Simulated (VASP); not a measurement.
## Zn: single point with PBE+D3(BJ)

Crystal: Zn.

```
Zn
1.0
     0.00000    2.05848    2.05848
     2.05848    0.00000    2.05848
     2.05848    2.05848    0.00000
Zn
1
Cartesian
  0.0000 0.0000 0.0000
```

This isn't the form of Zn at room conditions, which is hcp.

```
Program             : VASP 6.6.1
Task                : single point
Functional          : PBE
Dispersion          : D3(BJ)
Potentials or basis : VASP PAW PBE potentials, release 64 (Zn)
Cutoff              : 500 eV
k mesh              : 12 × 12 × 12
Occupations         : gaussian, width 0.05 eV
Spin                : no spin polarisation
```

```json
{
  "Pressure": "-9.7 GPa",
  "Band gap on the k mesh": "zero (bands 6 and 7 overlap by 3.76 eV)",
  "Dispersion energy per atom": "-0.349 eV"
}
```

Levels at points of the mesh, in eV from the Fermi level:
| k point | band 4 | band 5 | band 6 | band 7 | band 8 | band 9 |
| --- | --- | --- | --- | --- | --- | --- |
| (0.00, 0.00, 0.00) | -7.23 | -6.94 | -6.94 | 16.46 | 16.46 | 16.46 |
| (0.50, 0.00, 0.00) | -6.72 | -6.72 | -2.27 | -1.52 | 13.76 | 13.76 |
| (0.50, 0.50, 0.00) | -6.66 | -6.66 | -0.59 | 1.30 | 7.82 | 7.82 |

Run time: 5.7 s on 1 thread of Intel(R) Xeon(R) 6975P-C (Granite Rapids), with other jobs on the host, peak memory 0.15 GiB.

Caveat: three body term missing; the cell stands under tension.
